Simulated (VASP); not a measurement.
# In in VASP: single point with LDA

Aim: the single point of In with LDA.

Everything below comes from runs of VASP 6.6.1. Logs are shortened: lines on timing, memory, paths and dates and some standing lists are left out, and cuts for length are marked.

## (1) The cell of the first run

The cell holds a atom, 1 atom: a = 14.000 Å, b = 14.400 Å, c = 14.800 Å, α = 90.00°, β = 90.00°, γ = 90.00°.

## (2) Single point, LDA, collinear spin, ferromagnetic start

File INCAR:

```
ALGO = Normal
EDIFF = 1E-6
ENCUT = 520
ISIF = 2
ISMEAR = -1
ISPIN = 2
ISYM = 0
LASPH = True
LCHARG = False
LORBIT = 11
LREAL = False
LWAVE = False
MAGMOM = 1
NBANDS = 16
NELM = 150
PREC = Accurate
SIGMA = 0.01
```

File KPOINTS:

```
k-points
0
Gamma
  1 1 1
```

File POSCAR:

```
In
1.0
   14.0000000000      0.0000000000      0.0000000000
    0.0000000000     14.4000000000      0.0000000000
    0.0000000000      0.0000000000     14.8000000000
In
1
Direct
    0.5000000000      0.5000000000      0.5000000000
```

Potentials or basis: VASP PAW LDA potentials, release 64 (In_d).

The run is started by

```console
$ cat potpaw_LDA.64/In_d/POTCAR > POTCAR
$ mpirun -np 1 vasp_gam > vasp.out
```

OUTCAR:

```text
EDIFF = 1E-6
   ENCUT = 520
   ISIF = 2
   ISMEAR = -1
   ISPIN = 2
   ISYM = 0
   LASPH = True
   LORBIT = 11
   LREAL = False
   NELM = 150
   PREC = Accurate

 ion  position               nearest neighbor table
   1  0.500  0.500  0.500-

IMPORTANT INFORMATION: All symmetrisations will be switched off!
NOSYMM: (Re-)initialisation of all symmetry stuff for point group C_1.

----------------------------------------------------------------------------------------

                                     Primitive cell

  volume of cell :    2983.6800

  direct lattice vectors                    reciprocal lattice vectors
    14.000000000  0.000000000  0.000000000     0.071428571  0.000000000  0.000000000
     0.000000000 14.400000000  0.000000000     0.000000000  0.069444444  0.000000000
     0.000000000  0.000000000 14.800000000     0.000000000  0.000000000  0.067567568

  length of vectors
    14.000000000 14.400000000 14.800000000     0.071428571  0.069444444  0.067567568

  position of ions in fractional coordinates (direct lattice)
     0.500000000  0.500000000  0.500000000

  ion indices of the primitive-cell ions
   primitive index   ion index
                 1           1

----------------------------------------------------------------------------------------

 KPOINTS: k-points

Automatic generation of k-mesh.
 Grid dimensions read from file:
 generate k-points for:    1    1    1

 Generating k-lattice:

  Cartesian coordinates                     Fractional coordinates (reciprocal lattice)
     0.071428571  0.000000000  0.000000000     1.000000000  0.000000000  0.000000000
     0.000000000  0.069444444  0.000000000     0.000000000  1.000000000  0.000000000
     0.000000000  0.000000000  0.067567568     0.000000000  0.000000000  1.000000000

  Length of vectors
     0.071428571  0.069444444  0.067567568

  Shift w.r.t. Gamma in fractional coordinates (k-lattice)
     0.000000000  0.000000000  0.000000000

 Subroutine IBZKPT returns following result:
 ===========================================

 Found      1 irreducible k-points:

 Following reciprocal coordinates:
            Coordinates               Weight
  0.000000  0.000000  0.000000      1.000000
   k-points           NKPTS =      1   k-points in BZ     NKDIM =      1   number of bands    NBANDS=     16
   number of dos      NEDOS =    301   number of ions     NIONS =      1
   total plane-waves  NPLWV = ******
   dimension x,y,z NGX =   108 NGY =  108 NGZ =  112
   dimension x,y,z NGXF=   216 NGYF=  216 NGZF=  224
   ions per type =               1
   NGX,Y,Z   is equivalent  to a cutoff of  12.82, 12.47, 12.58 a.u.
   NGXF,Y,Z  is equivalent  to a cutoff of  25.65, 24.94, 25.16 a.u.
 SYSTEM =  unknown system
   PREC   = accura    normal or accurate (medium, high low for compatibility)
   ISTART =      0    job   : 0-new  1-cont  2-samecut
   ICHARG =      2    charge: 1-file 2-atom 10-const
   ISPIN  =      2    spin polarized calculation?
   LNONCOLLINEAR =      F non collinear calculations
   LSORBIT =      F    spin-orbit coupling
   LASPH  =      T    aspherical Exc in radial PAW
   ENCUT  =  520.0 eV  38.22 Ry    6.18 a.u.  26.03 26.77 27.52*2*pi/ulx,y,z
   NELM   =    150;   NELMIN=  2; NELMDL= -5     # of ELM steps
   EDIFF  = 0.1E-05   stopping-criterion for ELM
   LREAL  =      F    real-space projection
   EDIFFG = 0.1E-04   stopping-criterion for IOM
   NSW    =      0    number of steps for IOM
   IBRION =     -1    ionic relax: 0-MD 1-quasi-New 2-CG
   NFREE  =      0    steps in history (QN), initial steepest desc. (CG)
   ISIF   =      2    stress and relaxation
   ISYM   =      0    0-nonsym 1-usesym 2-fastsym
   POTIM  = 0.5000    time-step for ionic-motion
   TEBEG  =    0.0;   TEEND  =   0.0 temperature during run
   PSTRESS=    0.0 pullay stress
   NELECT =      13.0000    total number of electrons
   NUPDOWN=      -1.0000    fix difference up-down
   EMIN   =  10.00;   EMAX   =-10.00  energy-range for DOS
   EFERMI =   0.00;   METHOD = LEGACY
   ISMEAR =    -1;   SIGMA  =   0.01  broadening in eV -4-tet -1-fermi 0-gaus
   EFERMI_NEDOS =   21; number of points for ismear=-14 and -15
   IALGO  =     38    algorithm
   IMIX   =      4    mixing-type and parameters
     AMIX     =   0.40;   BMIX     =  1.00
     AMIX_MAG =   1.60;   BMIX_MAG =  1.00
  volume/ion in A,a.u.               =    2983.68     20134.87
  Fermi-wavevector in a.u.,A,eV,Ry     =   0.267386  0.505286  0.972752  0.071495
  Thomas-Fermi vector in A             =   1.102613
   LORBIT       =     11    0 simple, 1 ext, 2 COOP (PROOUT), +10 PAW based schemes
   GGA     = CA    functional components
   LHFCALC =     F    Hartree Fock is set to
   AEXX    =    0.0000 exact exchange contribution
   IVDW    =     0    specifies the selected vdW correction
   LEPSILON=     F    determine dielectric tensor
   LRPA    =     F    only Hartree local field effects (RPA)
 spin polarized calculation
  energy-cutoff  :      520.00
  volume of cell :     2983.68
 maximum number of plane-waves:     40220
 NGX is ok and might be reduce to   108
   NGX = 53   NGY = 53   NGZ = 55

 number of electron      13.0000010 magnetization       1.0000000

 Free energy of the ion-electron system (eV)
  ---------------------------------------------------
  ext. energy  EPLUGINS =         0.00000000
  ---------------------------------------------------
  free energy    TOTEN  =        -0.13836368 eV

  energy without entropy =       -0.11926839  energy(sigma->0) =       -0.12881603

 E-fermi :  -2.7891     XC(G=0):  -0.5033

 val. band max:       -8.0866225408   @ k =   0.0000   0.0000   0.0000
 cond. band min:      -2.7822754079   @ k =   0.0000   0.0000   0.0000
 fundamental gap:      5.3043471329
 Fermi energy:        -2.7891210263

 spin component 1

 k-point     1 :       0.0000    0.0000    0.0000
  band No.  band energies     occupation
      1     -18.6299      1.00000
      2     -18.6299      1.00000
      3     -18.6268      1.00000
      4     -18.6264      1.00000
      5     -18.6255      1.00000
      6      -8.5238      1.00000
      7      -2.7823      0.33524
      8      -2.7822      0.33290
      9      -2.7821      0.33185
     10      -0.3946      0.00000
     11       0.4176      0.00000
     12       0.4461      0.00000
     13       0.4776      0.00000
     14       0.4923      0.00000
     15       0.5301      0.00000
     16       0.5724      0.00000
 Fermi energy:        -2.7891210263

 spin component 2

 k-point     1 :       0.0000    0.0000    0.0000
  band No.  band energies     occupation
      1     -18.5589      1.00000
      2     -18.5589      1.00000
      3     -18.5549      1.00000
      4     -18.5544      1.00000
      5     -18.5532      1.00000
      6      -8.0866      1.00000
      7      -2.3088      0.00000
      8      -2.3074      0.00000
      9      -2.2994      0.00000
     10      -0.2910      0.00000
     11       0.4757      0.00000
     12       0.5138      0.00000
     13       0.5456      0.00000
     14       0.5486      0.00000
     15       0.5885      0.00000
     16       0.6337      0.00000

------------------------ aborting loop because EDIFF is reached ----------------------------------------

  FORCE on cell =-STRESS in cart. coord.  units (eV):
  Direction    XX          YY          ZZ          XY          YZ          ZX
  --------------------------------------------------------------------------------------
  -------------------------------------------------------------------------------------
  Total        0.0380060     -0.0289730     -0.0387463      0.0010864      0.0057145      0.0005278
  in kB        0.0204085     -0.0155579     -0.0208060      0.0005834      0.0030686      0.0002834
  external PRESSURE =      -0.0053185 kB  Pullay stress =       0.0000000 kB

 VOLUME and BASIS-vectors are now :
 -----------------------------------------------------------------------------
  energy-cutoff  :      520.00
  volume of cell :     2983.68
      direct lattice vectors                 reciprocal lattice vectors
    14.000000000  0.000000000  0.000000000     0.071428571  0.000000000  0.000000000
     0.000000000 14.400000000  0.000000000     0.000000000  0.069444444  0.000000000
     0.000000000  0.000000000 14.800000000     0.000000000  0.000000000  0.067567568

 POSITION                                       TOTAL-FORCE (eV/Angst)
 -----------------------------------------------------------------------------------
      7.00000      7.20000      7.40000        -0.000000     -0.000001     -0.000000
 -----------------------------------------------------------------------------------
    total drift:                               -0.000000     -0.000001     -0.000000

  FREE ENERGIE OF THE ION-ELECTRON SYSTEM (eV)
  ---------------------------------------------------
  free  energy   TOTEN  =        -0.1383636759 eV

  energy  without entropy=       -0.1192683863  energy(sigma->0) =       -0.12881603

 total charge

# of ion       s       p       d       tot
------------------------------------------
    1        1.148   0.268   9.825  11.241

 magnetization (x)

# of ion       s       p       d       tot
------------------------------------------
    1       -0.004   0.268  -0.003   0.262
```

Run time: 3.2 min. Hardware: 1 thread of Intel Xeon Platinum 8259CL at 2.50GHz (Skylake/Cascade Lake), shared host; peak memory 1.5 GiB.

What came out:

```
Free energy                                           : -0.1384 eV
Pressure                                              : 0.0 GPa
Band gap on the k mesh                                : zero (filled and empty bands touch)
Net moment                                            : 1.00 μB per cell
Site moments                                          : In +0.26 μB
Valence electrons inside the program's atomic spheres : In 11.24
```

Caveat: spin-orbit coupling is left out, which moves the levels of the heavy elements.
